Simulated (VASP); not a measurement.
The system is BaHfO3.

```xyz
5
Lattice="4.2047 0.0000 0.0000 0.0000 4.2047 0.0000 0.0000 0.0000 4.2048" Properties=species:S:1:pos:R:3 pbc="T T T"
Ba    2.1024    2.1024    4.1961
Hf    0.0000    0.0000    2.0939
O     0.0000    2.1024    2.0942
O     2.1024    0.0000    2.0942
O     0.0000    0.0000    4.1965
```

```yaml
Program: VASP 6.6.1
Task: relaxation of cell and atoms
Functional: r2SCAN
Potentials_or_basis: VASP PAW PBE potentials, release 64 (Ba_sv, Hf_pv, O)
Cutoff: 600 eV
k_mesh: 6 × 6 × 6
Occupations: gaussian, width 0.02 eV
Spin: no spin polarisation
```

At the start: pressure -4.2 GPa; volume 14.87 Å³/atom.

Q: Where does the relaxation end?

A: Over 3 steps the energy falls by 4.9 meV/atom and the volume is 14.50 Å³/atom (-2.5 %); space group Pm-3m (No. 221, to 0.05 Å).

Step by step:
```csv
step,energy change (eV),largest force (eV/Å),pressure (GPa),volume (Å³)
1,0.0000,0.0016,-4.17,74.34
2,0.0152,0.0017,5.92,70.26
3,-0.0246,0.0017,0.01,72.50
```

Final structure:
```
CELL_PARAMETERS angstrom
4.16972 0.00000 0.00000
0.00000 4.16972 0.00000
0.00000 0.00000 4.16975
ATOMIC_POSITIONS crystal
Ba 0.50000 0.50000 0.99794
Hf 0.00000 0.00000 0.49798
O 0.00000 0.50000 0.49804
O 0.50000 0.00000 0.49804
O 0.00000 0.00000 0.99803
```

Caveat: the PAW data sets were made with another functional, which shifts forces and pressure a little.
